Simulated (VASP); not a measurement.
Input of a VASP 6.6.1 run:

Contents of POSCAR:

```
MgO
1.0
    3.4841042127      0.0000000000      0.0000000000
   -1.7420521064      3.0173227576      0.0000000000
    0.0000000000      0.0000000000      4.1856875957
Mg O
2 2
Direct
    0.6666666667      0.3333333333      0.7500000000
    0.3333333333      0.6666666667      0.2500000000
    0.6231678399      0.2463356798      0.2500000000
    0.2898345065      0.5796690131      0.7500000000
```

The input INCAR.step1:

```
PREC = Accurate ; ENCUT = 520
ISMEAR = 0 ; SIGMA = 0.05
LREAL = F ; LASPH = T
NELM = 80 ; NBANDS = 16
GGA = PE ; ALGO = Normal
EDIFF = 1E-4 ; LWAVE = T
LCHARG = F
```

File INCAR.step2:

```
PREC = Accurate ; ENCUT = 520
EDIFF = 1E-6 ; ISMEAR = 0
SIGMA = 0.05 ; LREAL = F
LASPH = T ; NELM = 80
ALGO = Normal ; ISIF = 2
LWAVE = F ; LCHARG = T
METAGGA = R2SCAN ; LMIXTAU = T
LELF = T ; LVHAR = T
NBANDS = 16 ; ISTART = 1
```

The input KPOINTS:

```
Automatic mesh
0
Gamma
  6 6 6
```

Potentials or basis: VASP PAW PBE potentials, release 64 (Mg, O).

Command:

```sh
$ cat potpaw_PBE.64/Mg/POTCAR potpaw_PBE.64/O/POTCAR > POTCAR
$ cp INCAR.step1 INCAR
$ mpirun -np 1 vasp_std > vasp.out
$ cp INCAR.step2 INCAR
$ mpirun -np 1 vasp_std > vasp.out
```

Problem. What does it give for the band gap on the k mesh?

Solution. 4.02 eV, direct.

Problem. What does it give for the largest force?

Solution. 4.194 eV/Å.

Problem. Predict the pressure.

Solution. 6.0 GPa.

Stress tensor (GPa, compression positive):
```
 5.29  0.00  0.00
 0.00 14.74  0.00
 0.00  0.00 -2.18
```

Caveat: the cell differs from its parent crystal (all O atoms moved +0.263 Å, as atom 3 towards its neighbour atom 2 (Mg) at 2.012 Å); the PAW data sets were made with another functional, which shifts forces and pressure a little.
